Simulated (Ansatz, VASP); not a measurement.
**LiNbO3: VASP beside Ansatz**

```
Li Nb O
1.0
     2.52565    1.45818    4.69518
    -2.52565    1.45818    4.69518
     0.00000   -2.91637    4.69518
Li Nb O
2 2 6
Direct
  0.28159 0.28159 0.28159
  0.78159 0.78159 0.78159
  0.00049 0.00049 0.00049
  0.50049 0.50049 0.50049
  0.11046 0.35803 0.72110
  0.72110 0.11046 0.35803
  0.35803 0.72110 0.11046
  0.22110 0.85803 0.61046
  0.85803 0.61046 0.22110
  0.61046 0.22110 0.85803
```

Alike in both runs: task single point; functional PBE; k mesh 6 × 6 × 6; occupations gaussian, width 0.05 eV; no spin polarisation.

```csv
,VASP,Ansatz
version,VASP 6.6.1,Ansatz 0.2.0
potentials or method,"VASP PAW PBE potentials, release 64 (Li_sv, Nb_sv, O), cutoff 520 eV","scalar-relativistic, plane waves, PAW"
valence electrons in the cell,68,68
```

VASP gave:

| Item | Value |
| --- | --- |
| gap on the k mesh at the Fermi level (eV) | 3.79 |
| least direct gap on the mesh (eV) | 3.80 |
| rms of the force components (eV/Å) | 0.414 |

Which values does Ansatz return?

gap on the k mesh at the Fermi level (eV): 3.80; least direct gap on the mesh (eV): 3.81; rms of the force components (eV/Å): 0.408.

Atom by atom the forces differ by 0.016 eV/Å (rms over components).

Noted on VASP's run: the cutoff is under 1.25 times that of the potentials, so the pressure is a little rough.
